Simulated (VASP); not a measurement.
# Zr6HN6 in VASP: single point with PBE+D3(BJ)

Aim: the single point of Zr6HN6 with PBE+D3(BJ).

Program: VASP 6.6.1. These are calculated values, not measurements. Logs are shortened: lines on timing, memory, paths and dates and some standing lists are left out, and cuts for length are marked.

**1. The cell of the first run**

The cell holds a slab with vacuum, 26 atoms: a = 6.448 Å, b = 6.448 Å, c = 22.693 Å, α = 90.00°, β = 90.00°, γ = 90.00°.

**2. Single point, PBE+D3(BJ)**

Contents of INCAR:

```
ALGO = Normal
DIPOL = 0.5 0.5 0.467
EDIFF = 1E-6
ENCUT = 520
GGA = PE
GGA_COMPAT = False
IDIPOL = 3
ISIF = 2
ISMEAR = 0
IVDW = 12
LASPH = True
LCHARG = False
LDIPOL = True
LREAL = False
LWAVE = False
NBANDS = 122
NELM = 120
NELMDL = -8
PREC = Accurate
SIGMA = 0.1
```

Contents of KPOINTS:

```
k-points
0
Gamma
  3 3 1
```

Contents of POSCAR:

```
Zr6HN6
1.0
    6.4475937654      0.0000000000      0.0000000000
    0.0000000000      6.4475937654      0.0000000000
    0.0000000000      0.0000000000     22.6927372738
Zr N H
12 12 2
Direct
    0.2500000000      0.2500000000      0.3525356991
    0.2500000000      0.7500000000      0.3525356991
    0.7500000000      0.2500000000      0.3525356991
    0.7500000000      0.7500000000      0.3525356991
    0.4990857392      0.5008701927      0.4514805670
    0.4993006126     -0.0005801568      0.4513676083
    0.0005368498      0.5006544108      0.4513665650
    0.0007611392     -0.0008034076      0.4514830214
    0.7497700489      0.7500818724      0.5460971143
    0.7498622557      0.2500730859      0.5463018000
    0.2498483548      0.7500418608      0.5469682478
    0.2498706025      0.2500880279      0.5460947310
    0.5000000000      0.5000000000      0.3525356991
    0.5000000000      0.0000000000      0.3525356991
    0.0000000000      0.5000000000      0.3525356991
    0.0000000000      0.0000000000      0.3525356991
    0.7498974592      0.7500365948      0.4494732583
    0.7499297052      0.2500326332      0.4496159090
    0.2499452926      0.7500178364      0.4484015888
    0.2499190452      0.2500510128      0.4494665675
   -0.0008708544      0.0007979827      0.5554622675
   -0.0006613359      0.4995428564      0.5550745332
    0.5003530154      0.0005738674      0.5550903905
    0.5005655067      0.4993448240      0.5554274731
    0.2918179579      0.7094200233      0.6499963499
    0.2060011881      0.7915598273      0.6500820929
```

Potentials or basis: VASP PAW PBE potentials, release 64 (Zr_sv, N, H).

Launch:

```bash
$ cat potpaw_PBE.64/Zr_sv/POTCAR potpaw_PBE.64/N/POTCAR potpaw_PBE.64/H/POTCAR > POTCAR
$ mpirun -np 1 vasp_std > vasp.out
```

OUTCAR:

```text
EDIFF = 1E-6
   ENCUT = 520
   GGA = PE
   ISIF = 2
   ISMEAR = 0
   IVDW = 12
   LASPH = True
   LREAL = False
   NELM = 120
   NELMDL = -8
   PREC = Accurate
 IVDW          = 12

 ion  position               nearest neighbor table
   1  0.250  0.250  0.353-  20 2.20  14 2.28  15 2.28  16 2.28  13 2.28   6 3.20   7 3.20   5 3.20
                             8 3.20   3 3.22   2 3.22   2 3.22   3 3.22
   2  0.250  0.750  0.353-  19 2.18  14 2.28  15 2.28  16 2.28  13 2.28   6 3.19   5 3.19   7 3.19
                             8 3.19   4 3.22   1 3.22   1 3.22   4 3.22
   3  0.750  0.250  0.353-  18 2.20  14 2.28  15 2.28  16 2.28  13 2.28   7 3.20   6 3.20   8 3.20
                             5 3.21   4 3.22   1 3.22   4 3.22   1 3.22
   4  0.750  0.750  0.353-  17 2.20  14 2.28  15 2.28  16 2.28  13 2.28   7 3.20   6 3.20   8 3.20
                             5 3.20   3 3.22   2 3.22   3 3.22   2 3.22
   5  0.499  0.501  0.451-  13 2.25  19 2.27  17 2.28  20 2.28  18 2.29  24 2.36   9 3.13  12 3.13
                            11 3.14  10 3.14   2 3.19   1 3.20   4 3.20   3 3.21   7 3.21   6 3.21
   6  0.499  0.999  0.451-  14 2.24  19 2.27  17 2.28  20 2.28  18 2.29  23 2.35   9 3.13  12 3.13
                            10 3.14  11 3.14   2 3.19   1 3.20   4 3.20   3 3.20   8 3.21   5 3.21
   7  0.001  0.501  0.451-  15 2.24  19 2.27  20 2.28  17 2.28  18 2.29  22 2.35  12 3.13   9 3.13
                            10 3.14  11 3.14   2 3.19   4 3.20   1 3.20   3 3.20   8 3.21   5 3.21
   8  0.001  0.999  0.451-  16 2.25  19 2.27  20 2.28  17 2.28  18 2.29  21 2.36  12 3.13   9 3.13
                            11 3.14  10 3.14   2 3.19   4 3.20   1 3.20   3 3.20   6 3.21   7 3.21
   9  0.750  0.750  0.546-  17 2.19  23 2.29  24 2.29  22 2.29  21 2.29   5 3.13   8 3.13   6 3.13
                             7 3.13  11 3.22  10 3.22  10 3.22  11 3.22
  10  0.750  0.250  0.546-  18 2.19  21 2.28  24 2.28  22 2.28  23 2.28   5 3.14   6 3.14   8 3.14
                             7 3.14   9 3.22  12 3.22  12 3.22   9 3.22
  11  0.250  0.750  0.547-  19 2.24  22 2.29  23 2.29  24 2.29  21 2.29  25 2.37  26 2.37   8 3.14
                             5 3.14   7 3.14   6 3.14   9 3.22  12 3.22  12 3.22   9 3.22
  12  0.250  0.250  0.546-  20 2.19  22 2.29  23 2.29  24 2.29  21 2.29   8 3.13   5 3.13   7 3.13
                             6 3.13  11 3.22  10 3.22  10 3.22  11 3.22
  13  0.500  0.500  0.353-   5 2.25   2 2.28   3 2.28   4 2.28   1 2.28
  14  0.500  0.000  0.353-   6 2.24   2 2.28   3 2.28   4 2.28   1 2.28
  15  0.000  0.500  0.353-   7 2.24   2 2.28   3 2.28   4 2.28   1 2.28
  16  0.000  0.000  0.353-   8 2.25   2 2.28   3 2.28   4 2.28   1 2.28
  17  0.750  0.750  0.449-   9 2.19   4 2.20   6 2.28   5 2.28   7 2.28   8 2.28
  18  0.750  0.250  0.450-  10 2.19   3 2.20   7 2.29   6 2.29   8 2.29   5 2.29
  19  0.250  0.750  0.448-   2 2.18  11 2.24   5 2.27   8 2.27   6 2.27   7 2.27
  20  0.250  0.250  0.449-  12 2.19   1 2.20   7 2.28   5 2.28   6 2.28   8 2.28
  21  0.999  0.001  0.555-  10 2.28  12 2.29   9 2.29  11 2.29   8 2.36
  22  0.999  0.500  0.555-  10 2.28  12 2.29   9 2.29  11 2.29   7 2.35
  23  0.500  0.001  0.555-  10 2.28   9 2.29  12 2.29  11 2.29   6 2.35
  24  0.501  0.499  0.555-  10 2.28   9 2.29  12 2.29  11 2.29   5 2.36
  25  0.292  0.709  0.650-  26 0.77  11 2.37
  26  0.206  0.792  0.650-  25 0.77  11 2.37

  LATTYP: Found a simple tetragonal cell.
 ALAT       =     6.4475937654
 C/A-ratio  =     3.5195668492

  Lattice vectors:

 A1 = (   6.4475937654,   0.0000000000,   0.0000000000)
 A2 = (   0.0000000000,   6.4475937654,   0.0000000000)
 A3 = (   0.0000000000,   0.0000000000,  22.6927372738)

Analysis of symmetry for initial positions (statically):
=====================================================================
 Subroutine PRICEL returns:
 Original cell was already a primitive cell.

 Routine SETGRP: Setting up the symmetry group for a
 simple tetragonal supercell.

 Subroutine GETGRP returns: Found  1 space group operations
 (whereof  1 operations were pure point group operations)
 out of a pool of 16 trial point group operations.

The static configuration has the point symmetry C_1 .

Analysis of symmetry for dynamics (positions and initial velocities):
=====================================================================
 Subroutine PRICEL returns:
 Original cell was already a primitive cell.

 Routine SETGRP: Setting up the symmetry group for a
 simple tetragonal supercell.

 Subroutine GETGRP returns: Found  1 space group operations
 (whereof  1 operations were pure point group operations)
 out of a pool of 16 trial point group operations.

The dynamic configuration has the point symmetry C_1 .

 Subroutine INISYM returns: Found  1 space group operations
 (whereof  1 operations are pure point group operations),
 and found     1 'primitive' translations

[... 85 lines left out ...]

  Length of vectors
     0.051698873  0.051698873  0.044066962

  Shift w.r.t. Gamma in fractional coordinates (k-lattice)
     0.000000000  0.000000000  0.000000000

 Subroutine IBZKPT returns following result:
 ===========================================

 Found      5 irreducible k-points:

 Following reciprocal coordinates:
            Coordinates               Weight
  0.000000  0.000000  0.000000      1.000000
  0.333333  0.000000  0.000000      2.000000
  0.000000  0.333333  0.000000      2.000000
  0.333333  0.333333  0.000000      2.000000
 -0.333333  0.333333  0.000000      2.000000
   k-points           NKPTS =      5   k-points in BZ     NKDIM =      5   number of bands    NBANDS=    122
   number of dos      NEDOS =    301   number of ions     NIONS =     26
   total plane-waves  NPLWV = 414720
   dimension x,y,z NGX =    48 NGY =   48 NGZ =  180
   dimension x,y,z NGXF=    96 NGYF=   96 NGZF=  360
   ions per type =              12  12   2
   NGX,Y,Z   is equivalent  to a cutoff of  12.38, 12.38, 13.19 a.u.
   NGXF,Y,Z  is equivalent  to a cutoff of  24.75, 24.75, 26.37 a.u.
 SYSTEM =  unknown system
   PREC   = accura    normal or accurate (medium, high low for compatibility)
   ISTART =      0    job   : 0-new  1-cont  2-samecut
   ICHARG =      2    charge: 1-file 2-atom 10-const
   ISPIN  =      1    spin polarized calculation?
   LNONCOLLINEAR =      F non collinear calculations
   LSORBIT =      F    spin-orbit coupling
   LASPH  =      T    aspherical Exc in radial PAW
   ENCUT  =  520.0 eV  38.22 Ry    6.18 a.u.  11.99 11.99 42.19*2*pi/ulx,y,z
   NELM   =    120;   NELMIN=  2; NELMDL= -8     # of ELM steps
   EDIFF  = 0.1E-05   stopping-criterion for ELM
   LREAL  =      F    real-space projection
   EDIFFG = 0.1E-04   stopping-criterion for IOM
   NSW    =      0    number of steps for IOM
   IBRION =     -1    ionic relax: 0-MD 1-quasi-New 2-CG
   NFREE  =      0    steps in history (QN), initial steepest desc. (CG)
   ISIF   =      2    stress and relaxation
   ISYM   =      2    0-nonsym 1-usesym 2-fastsym
   POTIM  = 0.5000    time-step for ionic-motion
   TEBEG  =    0.0;   TEEND  =   0.0 temperature during run
   PSTRESS=    0.0 pullay stress
   NELECT =     206.0000    total number of electrons
   NUPDOWN=      -1.0000    fix difference up-down
   EMIN   =  10.00;   EMAX   =-10.00  energy-range for DOS
   EFERMI =   0.00;   METHOD = LEGACY
   ISMEAR =     0;   SIGMA  =   0.10  broadening in eV -4-tet -1-fermi 0-gaus
   EFERMI_NEDOS =   21; number of points for ismear=-14 and -15
   IALGO  =     38    algorithm
   IMIX   =      4    mixing-type and parameters
     AMIX     =   0.40;   BMIX     =  1.00
     AMIX_MAG =   1.60;   BMIX_MAG =  1.00
  volume/ion in A,a.u.               =      36.28       244.85
  Fermi-wavevector in a.u.,A,eV,Ry     =   0.985833  1.862953 13.223038  0.971866
  Thomas-Fermi vector in A             =   2.117169
   LORBIT       =      0    0 simple, 1 ext, 2 COOP (PROOUT), +10 PAW based schemes
   GGA     = PE    functional components
   LHFCALC =     F    Hartree Fock is set to
   AEXX    =    0.0000 exact exchange contribution
   IVDW    =    12    specifies the selected vdW correction
   LEPSILON=     F    determine dielectric tensor
   LRPA    =     F    only Hartree local field effects (RPA)
 non-spin polarized calculation
 Gauss-broadening in eV      SIGMA  =   0.10
  energy-cutoff  :      520.00
  volume of cell :      943.37
 maximum number of plane-waves:     25429
   NGX = 23   NGY = 23   NGZ = 85

 dipolmoment           0.000000      0.000000      1.302905 electrons x Angstroem

 number of electron     205.9999987 magnetization

 dipolmoment           0.000000      0.000000     -0.156894 electrons x Angstroem

 Free energy of the ion-electron system (eV)
  ---------------------------------------------------
  ext. energy  EPLUGINS =         0.00000000
  ---------------------------------------------------
  free energy    TOTEN  =      -243.87964634 eV

  energy without entropy =     -243.83542332  energy(sigma->0) =     -243.85753483

 E-fermi :   2.1794     XC(G=0):  -4.8063

 val. band max:        2.1255506409   @ k =   0.0000   0.3333   0.0000
 cond. band min:       2.2516416707   @ k =   0.3333   0.0000   0.0000
 fundamental gap:      0.1260910299
 Fermi energy:         2.1793982288

 k-point     1 :       0.0000    0.0000    0.0000
  band No.  band energies     occupation
      1     -47.8333      2.00000
      2     -47.7865      2.00000
      3     -47.7674      2.00000
      4     -47.7290      2.00000
      5     -47.6344      2.00000
      6     -47.5718      2.00000
[... 579 lines left out ...]
    114       3.4204      0.00000
    115       3.4992      0.00000
 [bands above 115 left out]

------------------------ aborting loop because EDIFF is reached ----------------------------------------

 vacuum level on the upper side and lower side of the slab       (xc-potential included)        -0.515         0.137

 Edisp (eV)   -7.07306

 E8    (eV) :    -3.3245

  FORCE on cell =-STRESS in cart. coord.  units (eV):
  Direction    XX          YY          ZZ          XY          YZ          ZX
  --------------------------------------------------------------------------------------
  -------------------------------------------------------------------------------------
  Total     -16.07268   -16.07547     0.09794     0.09003    -0.01477     0.03089
  in kB     -27.29712   -27.30185     0.16633     0.15291    -0.02508     0.05246
  external pressure =      -18.14 kB  Pullay stress =        0.00 kB

 VOLUME and BASIS-vectors are now :
 -----------------------------------------------------------------------------
  energy-cutoff  :      520.00
  volume of cell :      943.37
      direct lattice vectors                 reciprocal lattice vectors
     6.447593765  0.000000000  0.000000000     0.155096620  0.000000000  0.000000000
     0.000000000  6.447593765  0.000000000     0.000000000  0.155096620  0.000000000
     0.000000000  0.000000000 22.692737274     0.000000000  0.000000000  0.044066962

 POSITION                                       TOTAL-FORCE (eV/Angst)
 -----------------------------------------------------------------------------------
      1.61190      1.61190      8.00000        -0.000460      0.000111      1.262774
      1.61190      4.83570      8.00000        -0.000718      0.000281      1.153870
      4.83570      1.61190      8.00000        -0.000435      0.000241      1.275874
      4.83570      4.83570      8.00000        -0.000478      0.000151      1.263170
      3.21790      3.22941     10.24533        -0.000334      0.000425      0.000180
      3.21929      6.44385     10.24277        -0.000611     -0.000543      0.002257
[... 18 lines left out ...]
      1.88152      4.57405     14.75020        -0.011314      0.010961      0.005818
      1.32821      5.10366     14.75214         0.014900     -0.013427     -0.007797
 -----------------------------------------------------------------------------------
    total drift:                               -0.000168      0.000095      0.001568

  FREE ENERGIE OF THE ION-ELECTRON SYSTEM (eV)
  ---------------------------------------------------
  free  energy   TOTEN  =      -250.9527059644 eV

  energy  without entropy=     -250.9084829468  energy(sigma->0) =     -250.93059446

 vacuum level on the upper side and lower side of the slab         4.028         4.690
```

Wall time 40 min (1 thread of Intel Xeon Platinum 8488C (Sapphire Rapids), shared host); peak memory 1 GiB.

Results:

```yaml
Free_energy: -250.9527 eV
Largest_force: 1.282 eV/Å
Band_gap_on_the_k_mesh: 0.13 eV
Dispersion_energy_per_atom: -0.272 eV
```

Forces on the atoms (eV/Å):
```
Zr   0.000  0.000  1.263
Zr  -0.001  0.000  1.154
Zr   0.000  0.000  1.276
Zr   0.000  0.000  1.263
Zr   0.000  0.000  0.000
Zr  -0.001 -0.001  0.002
Zr   0.001  0.001  0.003
Zr   0.002 -0.003  0.003
Zr   0.007  0.000  0.012
Zr   0.001 -0.001  0.015
Zr  -0.006  0.006  0.015
Zr  -0.001 -0.003  0.012
N    0.025 -0.025 -1.253
N    0.025  0.027 -1.280
N   -0.027 -0.026 -1.281
N   -0.026  0.026 -1.252
N    0.001  0.000  0.002
N   -0.001  0.000  0.001
N   -0.001  0.001  0.009
N    0.000 -0.001  0.001
N    0.000  0.000  0.006
N    0.001  0.001  0.010
N   -0.001 -0.001  0.009
N   -0.001  0.000  0.012
H   -0.011  0.011  0.006
H    0.015 -0.013 -0.008
```

Caveat: semilocal functionals underestimate gaps, and a narrow one can read as zero.
